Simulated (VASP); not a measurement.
Input of a VASP 6.6.1 run:

The input POSCAR:

```
AlN
1.0
    0.0000000000      2.1848764125      2.2504227048
    2.1848764125      0.0000000000      2.2504227048
    2.1848764125      2.1848764125      0.0000000000
Al N
1 1
Direct
    0.0000000000      0.0000000000      0.0000000000
    0.2500000000      0.2500000000      0.2500000000
```

File INCAR.step1:

```
PREC     = Accurate       # precision mode
ENCUT    = 520            # plane-wave cutoff, eV
ISMEAR   = 0              # smearing method
SIGMA    = 0.01           # smearing width, eV
LREAL    = False          # projectors in reciprocal space
LASPH    = True           # aspherical terms in the spheres
NELM     = 80             # most SCF steps
NBANDS   = 11             # bands
GGA      = PE             # functional
ALGO     = Normal         # electronic algorithm
EDIFF    = 1E-4           # SCF threshold, eV
LWAVE    = True           # write WAVECAR
LCHARG   = False          # write CHGCAR
```

The input INCAR.step2:

```
PREC     = Accurate       # precision mode
ENCUT    = 520            # plane-wave cutoff, eV
EDIFF    = 1E-7           # SCF threshold, eV
ISMEAR   = 0              # smearing method
SIGMA    = 0.01           # smearing width, eV
LREAL    = False          # projectors in reciprocal space
LASPH    = True           # aspherical terms in the spheres
NELM     = 80             # most SCF steps
ALGO     = Normal         # electronic algorithm
ISIF     = 2              # what is computed and relaxed
LWAVE    = False          # write WAVECAR
LCHARG   = True           # write CHGCAR
METAGGA  = R2SCAN         # meta-GGA
LMIXTAU  = True         
LELF     = True           # ELF
LVHAR    = True         
NBANDS   = 11             # bands
ISTART   = 1
```

Contents of KPOINTS:

```
regular mesh
0
Gamma
  10 10 10
```

Potentials or basis: VASP PAW PBE potentials, release 64 (Al, N).

The run is started by

```console
$ cat potpaw_PBE.64/Al/POTCAR potpaw_PBE.64/N/POTCAR > POTCAR
$ cp INCAR.step1 INCAR
$ mpirun -np 1 vasp_std > vasp.out
$ cp INCAR.step2 INCAR
$ mpirun -np 1 vasp_std > vasp.out
```

Q: Predict the band gap on the k mesh.

A: 3.82 eV (least direct gap 4.56 eV).

Q: What does it give for the pressure?

A: -6.3 GPa.

Stress tensor (GPa, compression positive):
```
-4.73  0.00  0.00
 0.00 -4.73  0.00
 0.00  0.00 -9.53
```

Caveat: the cell differs from its parent crystal (uniaxial z strain +3.0%); the cell stands under tension; the PAW data sets were made with another functional, which shifts forces and pressure a little. A k mesh can miss the band edges.
